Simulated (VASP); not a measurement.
Input of a VASP 6.6.1 run:

Contents of INCAR:

```
PREC = Accurate
ENCUT = 520
EDIFF = 1E-7
ISMEAR = 0
SIGMA = 0.15
LREAL = False
LASPH = True
NELM = 80
ALGO = Fast
ISIF = 2
LWAVE = False
LCHARG = False
GGA = PS
NBANDS = 13
```

KPOINTS

```
Automatic mesh
0
Gamma
  26 26 26
```

Contents of POSCAR:

```
W
1.0
    0.0000000000      1.9690108304      1.9390258939
    1.9690108304      0.0000000000      1.9390258939
    1.9690108304      1.9690108304      0.0000000000
W
1
Direct
    0.0000000000      0.0000000000      0.0000000000
```

Potentials or basis: VASP PAW PBE potentials, release 64 (W_sv).

The run is started by

```console
$ cat potpaw_PBE.64/W_sv/POTCAR > POTCAR
$ mpirun -np 1 vasp_std > vasp.out
```

Question: Estimate the band gap on the k mesh.

Answer: Zero (band 7 reaches 15.39 eV, above the bottom of band 8 at 10.92 eV).

Question: What does it give for the pressure?

Answer: 21.5 GPa.

Stress tensor (GPa, compression positive):
```
23.25  0.00  0.00
 0.00 23.25  0.00
 0.00  0.00 18.04
```

Caveat: the cell differs from its parent crystal (strain -0.015 along x and y, -0.030 along z); the PAW data sets were made with another functional, which shifts forces and pressure a little; spin-orbit coupling is left out, which moves the levels of the heavy elements.
